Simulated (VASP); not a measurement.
## Cu: single point with PBEsol

Cu:

```
CELL_PARAMETERS angstrom
2.65830 0.00000 0.00000
-1.32915 2.30215 0.00000
0.00000 0.00000 3.84815
ATOMIC_POSITIONS crystal
Cu 0.33333 0.66667 0.25000
Cu 0.66667 0.33333 0.75000
```

This isn't the form of Cu at room conditions, which is fcc.

* Program: VASP 6.6.1
* Task: single point
* Functional: PBEsol
* Potentials or basis: VASP PAW PBE potentials, release 64 (Cu)
* Cutoff: 520 eV
* k mesh: 24 × 24 × 12
* Occupations: gaussian, width 0.15 eV
* Spin: no spin polarisation
* Dipole correction: no
* Further INCAR settings: ALGO = Fast; EDIFF = 1e-07; NBANDS = 18

- Pressure: -2.7 GPa
- Band gap on the k mesh: zero (bands 11 and 12 overlap by 5.36 eV)

Stress tensor (GPa, compression positive):
```
-8.57  0.00  0.00
 0.00 -8.57  0.00
 0.00  0.00  8.89
```

Levels at points of the mesh, in eV from the Fermi level:
| k point | band 7 | band 8 | band 9 | band 10 | band 11 | band 12 | band 13 | band 14 | band 15 | band 16 |
| --- | --- | --- | --- | --- | --- | --- | --- | --- | --- | --- |
| (0.00, 0.00, 0.00) | -2.68 | -2.68 | -2.61 | -1.69 | -1.69 | 0.22 | 5.56 | 19.19 | 19.19 | 19.79 |
| (0.50, 0.00, 0.00) | -2.44 | -1.83 | -1.64 | -1.42 | -0.28 | 1.08 | 8.41 | 9.27 | 11.24 | 11.41 |
| (0.00, 0.00, 0.50) | -3.00 | -3.00 | -1.88 | -1.88 | -1.88 | -1.88 | 15.75 | 15.75 | 20.58 | 20.58 |
| (0.50, 0.00, 0.50) | -1.94 | -1.94 | -1.70 | -1.70 | 0.36 | 0.36 | 4.62 | 4.62 | 14.89 | 14.89 |

Wall time 2.2 min on 1 thread of Intel(R) Xeon(R) Platinum 8488C (Sapphire Rapids), on a shared host, peak memory 0.25 GiB.

Caveat: the stress differs along the axes, from -9 to 9 GPa; the PAW data sets were made with another functional, which shifts forces and pressure a little.
